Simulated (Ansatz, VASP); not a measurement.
**Tl in VASP and in Ansatz**

```
Tl
1.0
    -1.97982    1.94100    1.97982
     1.90218   -1.94100    1.90218
     1.97982    1.94100   -1.97982
Tl
1
Direct
  0.00000 0.00000 0.00000
```

Change from the starting cell: strain -0.0400 x Voigt [0, 0, 0, 0, 1, 0], atoms carried along.

Alike in both runs: task single point; functional PBEsol; k mesh 18 × 18 × 18; occupations gaussian, width 0.15 eV; no spin polarisation.

```csv
,VASP,Ansatz
version,VASP 6.6.1,Ansatz 0.2.0
potentials or method,"VASP PAW PBE potentials, release 64 (Tl_d), cutoff 520 eV","scalar-relativistic, plane waves, PAW"
valence electrons in the cell,13,13
```

|  | VASP | Ansatz | Ansatz less VASP |
| --- | --- | --- | --- |
| gap on the k mesh at the Fermi level (eV) | none | none | - |
| pressure (GPa) | -0.8 | -0.8 | +0.05 |
| traceless stress, the component that is largest in VASP (GPa) | 0.59 | 0.59 | +0.001 |

VASP's potentials were made for PBE, not for PBEsol. A gap of «none» marks a metal or a gap that the smearing closes. With one functional, cell and mesh, what is left measures potentials, basis and numerics.

Neither program's run includes spin-orbit coupling.
